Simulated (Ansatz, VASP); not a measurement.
**One calculation of HfO2, two programs**

```
Hf O
1.0
    -2.52916   -2.52916    0.00000
     2.52916   -2.52916    0.00000
    -2.10780    0.00000   10.11664
Hf O
4 8
Direct
  0.81769 0.18231 0.43750
  0.21352 0.78648 0.68750
  0.60934 0.39066 0.93750
  0.42187 0.57813 0.18750
  0.47396 0.02604 0.06250
  0.86978 0.63022 0.31250
  0.26561 0.23439 0.56250
  0.66143 0.83857 0.81250
  0.36978 0.13022 0.31250
  0.76561 0.73439 0.56250
  0.16143 0.33857 0.81250
  0.97396 0.52604 0.06250
```

Alike in both runs: task single point; functional r2SCAN; k mesh 6 × 6 × 3; occupations gaussian, width 0.05 eV; no spin polarisation.

|  | VASP | Ansatz |
| --- | --- | --- |
| version | VASP 6.6.1 | Ansatz 0.2.0 |
| potentials or method | VASP PAW PBE potentials, release 64 (Hf_pv, O), cutoff 520 eV | scalar-relativistic, plane waves, PAW |
| valence electrons in the cell | 88 | 152 |

|  | VASP | Ansatz | Ansatz less VASP |
| --- | --- | --- | --- |
| gap on the k mesh at the Fermi level (eV) | 0.88 | 0.97 | +0.086 |
| least direct gap on the mesh (eV) | 2.01 | 2.05 | +0.042 |
| pressure (GPa) | 1.7 | 5.6 | +3.85 |
| traceless stress, the component that is largest in VASP (GPa) | 13.16 | 13.19 | +0.026 |
| rms of the force components (eV/Å) | 1.636 | 1.633 | -0.0031 |

VASP's potentials were made for PBE, not for r2SCAN. Atom by atom the forces differ by 0.024 eV/Å (rms over components). The functional is the same, so the differences come from potentials, cutoffs and numerics. VASP's potentials hold 88 valence electrons a cell and Ansatz's 152, so a difference there can come from the potentials and not from the codes.

Neither program's run includes spin-orbit coupling.
